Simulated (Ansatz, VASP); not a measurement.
# Pt: VASP beside Ansatz

The input INCAR:

```
SYSTEM = Pt
PREC = Accurate
ENCUT = 520
EDIFF = 1E-6
ISMEAR = -1
SIGMA = 0.1
LREAL = .FALSE.
LASPH = .TRUE.
NELM = 100
ALGO = Normal
ISIF = 2
LWAVE = .FALSE.
LCHARG = .FALSE.
GGA = CA
NBANDS = 11
```

File KPOINTS:

```
Automatic mesh
0
G
  7 7 7
  0 0 0
```

POSCAR

```
Pt
1.0
    0.0000000000      1.9474302061      1.9474302061
    1.9474302061      0.0000000000      1.9474302061
    1.9474302061      1.9474302061      0.0000000000
Pt
1
Direct
    0.0000000000      0.0000000000      0.0000000000
```

Input for Ansatz:

```yaml
crystal:
  lattice:
    - [0.0, 1.9474302061, 1.9474302061]
    - [1.9474302061, 0.0, 1.9474302061]
    - [1.9474302061, 1.9474302061, 0.0]
  atoms:
    - { symbol: Pt, position: [0.0, 0.0, 0.0] }
hamiltonian:
  xc: lda
  pseudopotentials:
    kind: paw
    azcp:
      Pt: "pseudopotentials/Pt.paw.azcp"
basis:
  ecutwfc: 420
  fft_grid_basis: typed
kpoints:
  mp_grid: { grid: [7, 7, 7], shift: [0, 0, 0] }
magnetization:
  spin_polarized: false
scf:
  occupations: { method: fermi_dirac, width: 0.1 }
  lower_state_search: "off"
output:
  stress: true
```

Alike in both runs: task single point; functional LDA; k mesh 7 × 7 × 7; occupations fermi-dirac, width 0.1 eV; no spin polarisation.

|  | VASP | Ansatz |
| --- | --- | --- |
| version | VASP 6.6.1 | Ansatz 0.2.0 |
| potentials or method | VASP PAW LDA potentials, release 64 (Pt), cutoff 520 eV | plane waves (420 eV) with PAW, scalar-relativistic |
| valence electrons in the cell | 10 | 18 |

Ansatz gave:

| Property | Result |
| --- | --- |
| pressure (GPa) | 1.7 |

Q: Estimate VASP's values.

A: Pressure (GPa): 2.5.

Ansatz warns that its potentials were made for another functional, while VASP's fit it. LDA's correlation is that of Perdew and Zunger in VASP and of Perdew and Wang (1992) in Ansatz. VASP's potentials hold 10 valence electrons a cell and Ansatz's 18, so a difference there can come from the potentials and not from the codes.

The k mesh is coarse, so the values compare programs but aren't converged. Neither program's run includes spin-orbit coupling.
